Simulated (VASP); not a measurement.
# ZrB (Fm-3m) in VASP: vibrations by perturbation theory with PBEsol

Aim: the vibrations by perturbation theory of ZrB with PBEsol.

Program: VASP 6.6.1. These are calculated values, not measurements. Logs are shortened: lines on timing, memory, paths and dates and some standing lists are left out, and cuts for length are marked.

### Step 1. The cell of the first run

Symmetry: Fm-3m, No. 225, cubic system. Conventional cell: a = 4.862 Å, b = 4.862 Å, c = 4.862 Å, α = 90.00°, β = 90.00°, γ = 90.00°. Zr (site symmetry m-3m) has 6 B at 2.43 Å within 3.2 Å. Within 3.2 Å of B (site symmetry m-3m) lie 6 Zr at 2.43 Å.

### Step 2. Vibrations by perturbation theory, PBEsol (phonons by finite displacements)

INCAR reads:

```
SYSTEM = ZrB
PREC     = Accurate       ! precision mode
ENCUT    = 520            ! plane-wave cutoff, eV
EDIFF    = 1E-8           ! SCF threshold, eV
ISMEAR   = 0              ! smearing method
SIGMA    = 0.15           ! smearing width, eV
LREAL    = .FALSE.        ! projectors in reciprocal space
LASPH    = .TRUE.         ! aspherical terms in the spheres
NELM     = 80             ! most SCF steps
ALGO     = Normal         ! electronic algorithm
ISIF     = 2              ! what is computed and relaxed
LWAVE    = .FALSE.        ! write WAVECAR
LCHARG   = .FALSE.        ! write CHGCAR
GGA      = PS             ! functional
NBANDS   = 14             ! bands
IBRION   = 8              ! ionic algorithm
NSW      = 1              ! ionic steps
```

KPOINTS reads:

```
Automatic mesh
0
G
  12 12 12
  0 0 0
```

POSCAR reads:

```
ZrB
1.0
    0.0000000000      2.4312188230      2.4312188230
    2.4312188230      0.0000000000      2.4312188230
    2.4312188230      2.4312188230      0.0000000000
Zr B
1 1
Direct
    0.5000000000      0.5000000000      0.5000000000
    0.0000000000      0.0000000000      0.0000000000
```

Potentials or basis: VASP PAW PBE potentials, release 64 (Zr_sv, B).

Started as:

```
$ cat potpaw_PBE.64/Zr_sv/POTCAR potpaw_PBE.64/B/POTCAR > POTCAR
$ mpirun -np 1 vasp_std > vasp.out
```

OUTCAR:

```text
SYSTEM = ZrB
   PREC = Accurate
   ENCUT = 520
   EDIFF = 1E-8
   ISMEAR = 0
   LREAL = .FALSE.
   LASPH = .TRUE.
   NELM = 80
   ISIF = 2
   GGA = PS
   IBRION = 8
   NSW = 1

 ion  position               nearest neighbor table
   1  0.500  0.500  0.500-   2 2.43   2 2.43   2 2.43   2 2.43   2 2.43   2 2.43
   2  0.000  0.000  0.000-   1 2.43   1 2.43   1 2.43   1 2.43   1 2.43   1 2.43

  LATTYP: Found a face centered cubic cell.
 ALAT       =     4.8624376460

  Lattice vectors:

 A1 = (   0.0000000000,   2.4312188230,   2.4312188230)
 A2 = (   2.4312188230,   0.0000000000,   2.4312188230)
 A3 = (   2.4312188230,   2.4312188230,   0.0000000000)

Analysis of symmetry for initial positions (statically):
=====================================================================
 Subroutine PRICEL returns:
 Original cell was already a primitive cell.

 Routine SETGRP: Setting up the symmetry group for a
 face centered cubic supercell.

 Subroutine GETGRP returns: Found 48 space group operations
 (whereof 48 operations were pure point group operations)
 out of a pool of 48 trial point group operations.

The static configuration has the point symmetry O_h .

Analysis of symmetry for dynamics (positions and initial velocities):
=====================================================================
 Subroutine PRICEL returns:
 Original cell was already a primitive cell.

 Routine SETGRP: Setting up the symmetry group for a
 face centered cubic supercell.

 Subroutine GETGRP returns: Found 48 space group operations
 (whereof 48 operations were pure point group operations)
 out of a pool of 48 trial point group operations.

The dynamic configuration has the point symmetry O_h .

 Subroutine INISYM returns: Found 48 space group operations
 (whereof 48 operations are pure point group operations),
 and found     1 'primitive' translations

----------------------------------------------------------------------------------------

                                     Primitive cell

  volume of cell :      28.7410

  direct lattice vectors                    reciprocal lattice vectors
     0.000000000  2.431218823  2.431218823    -0.205658164  0.205658164  0.205658164
     2.431218823  0.000000000  2.431218823     0.205658164 -0.205658164  0.205658164
     2.431218823  2.431218823  0.000000000     0.205658164  0.205658164 -0.205658164

  length of vectors
     3.438262633  3.438262633  3.438262633     0.356210389  0.356210389  0.356210389

  position of ions in fractional coordinates (direct lattice)
     0.500000000  0.500000000  0.500000000
     0.000000000  0.000000000  0.000000000

  ion indices of the primitive-cell ions
   primitive index   ion index
                 1           1
                 2           2

----------------------------------------------------------------------------------------

 KPOINTS: Automatic mesh

Automatic generation of k-mesh.
 Grid dimensions read from file:
 generate k-points for:   12   12   12

 Generating k-lattice:

  Cartesian coordinates                     Fractional coordinates (reciprocal lattice)
    -0.017138180  0.017138180  0.017138180     0.083333333  0.000000000  0.000000000
     0.017138180 -0.017138180  0.017138180     0.000000000  0.083333333  0.000000000
     0.017138180  0.017138180 -0.017138180     0.000000000  0.000000000  0.083333333

  Length of vectors
     0.029684199  0.029684199  0.029684199

  Shift w.r.t. Gamma in fractional coordinates (k-lattice)
     0.000000000  0.000000000  0.000000000

[... 78 lines left out ...]
   IVDW    =     0    specifies the selected vdW correction
   LEPSILON=     F    determine dielectric tensor
   LRPA    =     F    only Hartree local field effects (RPA)
 non-spin polarized calculation
 Gauss-broadening in eV      SIGMA  =   0.15
  energy-cutoff  :      520.00
  volume of cell :       28.74
 maximum number of plane-waves:       789
 NGX is ok and might be reduce to    28
   NGX = 13   NGY = 13   NGZ = 13

--------------------------------------- Ionic step        1  -------------------------------------------

 number of electron      15.0000000 magnetization

 Free energy of the ion-electron system (eV)
  ---------------------------------------------------
  ext. energy  EPLUGINS =         0.00000000
  ---------------------------------------------------
  free energy    TOTEN  =       -16.92938238 eV

  energy without entropy =      -16.91864770  energy(sigma->0) =      -16.92401504

 E-fermi :   7.5886     XC(G=0): -11.7041

 val. band max:        7.5638355308   @ k =   0.5000   0.2500   0.0000
 cond. band min:       7.6537817222   @ k =   0.3333   0.1667   0.0833
 fundamental gap:      0.0899461914
 Fermi energy:         7.5886034541

 k-point     1 :       0.0000    0.0000    0.0000
  band No.  band energies     occupation
      1     -39.6660      2.00000
      2     -17.5128      2.00000
      3     -17.5128      2.00000
      4     -17.5128      2.00000
      5      -0.4926      2.00000
      6       9.3283      0.00000
      7       9.3283      0.00000
      8       9.3283      0.00000
      9      10.8089      0.00000
     10      10.8089      0.00000
     11      11.1060      0.00000
     12      11.1060      0.00000
     13      11.1060      0.00000
     14      18.2944      0.00000
[... 377 lines left out ...]
      1     -39.5931      2.00000
      2     -18.0558      2.00000
      3     -17.6878      2.00000
      4     -17.5984      2.00000
      5       3.0339      2.00000
      6       4.3287      2.00000
      7       6.5643      2.00000
      8       6.7006      2.00000
      9      12.1588      0.00000
     10      12.2729      0.00000
     11      13.4084      0.00000
     12      16.7497      0.00000
     13      17.5412      0.00000
     14      18.2962      0.00000

 [... further k-points ...]
[... 5 lines left out ...]
  --------------------------------------------------------------------------------------
  -------------------------------------------------------------------------------------
  Total        0.0423386      0.0423386      0.0423386      0.0000000      0.0000000     -0.0000000
  in kB        2.3601800      2.3601800      2.3601800      0.0000000      0.0000000     -0.0000000
  external PRESSURE =       2.3601800 kB  Pullay stress =       0.0000000 kB

 VOLUME and BASIS-vectors are now :
 -----------------------------------------------------------------------------
  energy-cutoff  :      520.00
  volume of cell :       28.74
      direct lattice vectors                 reciprocal lattice vectors
     0.000000000  2.431218823  2.431218823    -0.205658164  0.205658164  0.205658164
     2.431218823  0.000000000  2.431218823     0.205658164 -0.205658164  0.205658164
     2.431218823  2.431218823  0.000000000     0.205658164  0.205658164 -0.205658164

 POSITION                                       TOTAL-FORCE (eV/Angst)
 -----------------------------------------------------------------------------------
      2.43122      2.43122      2.43122         0.000000      0.000000      0.000000
      0.00000      0.00000      0.00000        -0.000000     -0.000000     -0.000000
 -----------------------------------------------------------------------------------
    total drift:                                0.000000      0.000000      0.000000

  FREE ENERGIE OF THE ION-ELECTRON SYSTEM (eV)
  ---------------------------------------------------
  free  energy   TOTEN  =       -16.9293823778 eV

  energy  without entropy=      -16.9186477026  energy(sigma->0) =      -16.92401504

[... ionic steps 2 to 3 ...]

--------------------------------------- Ionic step        4  -------------------------------------------

------------------------ aborting loop because EDIFF is reached ----------------------------------------

[... ionic steps 5 to 6 ...]

--------------------------------------- Ionic step        7  -------------------------------------------

 Free energy of the ion-electron system (eV)
  ---------------------------------------------------
  ---------------------------------------------------
  free energy    TOTEN  =        -0.04034413 eV

  energy without entropy =       -0.04034413

------------------------ aborting loop because EDIFF is reached ----------------------------------------

 INTERNAL STRAIN TENSOR  FOR ION    2  DIRECTION 1   (eV/Angst):
 -----------------------------------------------------------------------------
     0.01457 -0.00000  0.00000
     0.00000 -0.01146 -0.00000
    -0.00000 -0.00000 -0.01146

 INTERNAL STRAIN TENSOR FOR ION    2 for displacements in x,y,z  (eV/Angst):
          X           Y           Z          XY          YZ          ZX
  --------------------------------------------------------------------------------
  x     0.00000     0.00000     0.00000     0.00000     0.00000     0.00000
  y     0.00000     0.00000     0.00000     0.00000     0.00000     0.00000
  z     0.00000     0.00000     0.00000     0.00000     0.00000     0.00000

 SECOND DERIVATIVES (NOT SYMMETRIZED)
 ------------------------------------
               1X          1Y          1Z          2X          2Y          2Z
  1X    -7.098936    0.000000    0.000000    7.098936    0.000000    0.000000
  1Y     0.000000   -7.098936    0.000000    0.000000    7.098936    0.000000
  1Z     0.000000    0.000000   -7.098936    0.000000    0.000000    7.098936
  2X     7.089710    0.000000    0.000000   -7.089710    0.000000    0.000000
  2Y     0.000000    7.089710    0.000000    0.000000   -7.089710    0.000000
  2Z     0.000000    0.000000    7.089710    0.000000    0.000000   -7.089710

 Eigenvectors and eigenvalues of the dynamical matrix
 ----------------------------------------------------

   1 f  =   13.390044 THz    84.132129 2PiTHz  446.643798 cm-1    55.376748 meV
             X         Y         Z           dx          dy          dz
      2.431219  2.431219  2.431219     0.000000    0.325695    0.000000
      0.000000  0.000000  0.000000     0.000000   -0.945475    0.000000
[... 21 lines left out ...]
   6 f/i=    0.002681 THz     0.016846 2PiTHz    0.089430 cm-1     0.011088 meV
             X         Y         Z           dx          dy          dz
      2.431219  2.431219  2.431219     0.000000    0.000000    0.945475
      0.000000  0.000000  0.000000     0.000000    0.000000    0.325695

--------------------------------------------------------------------------------------------------------

 ELASTIC MODULI CONTR FROM IONIC RELAXATION (kBar)
 Direction    XX          YY          ZZ          XY          YZ          ZX
 --------------------------------------------------------------------------------
 XX           0.0000      0.0000      0.0000      0.0000      0.0000      0.0000
 YY           0.0000      0.0000      0.0000      0.0000      0.0000      0.0000
 ZZ           0.0000      0.0000      0.0000      0.0000      0.0000      0.0000
 XY           0.0000      0.0000      0.0000      0.0000      0.0000      0.0000
 YZ           0.0000      0.0000      0.0000      0.0000      0.0000      0.0000
 ZX           0.0000      0.0000      0.0000      0.0000      0.0000      0.0000
 --------------------------------------------------------------------------------
```

It took 7.3 min on 1 thread of AMD EPYC 7R43 (Zen 3), shared host; peak memory 0.26 GiB.

Results:

| Item | Value |
| --- | --- |
| Highest phonon frequency at Γ, LO-TO splitting left out | 447 cm⁻¹ |

Phonon frequencies in cm⁻¹ (negative: imaginary):
```
              q point        frequencies
(0.000, 0.000, 0.000)  0 0 0 447 447 447
```

Caveat: the cell differs from its parent crystal (phonons by finite displacements); the PAW data sets were made with another functional, which shifts forces and pressure a little.
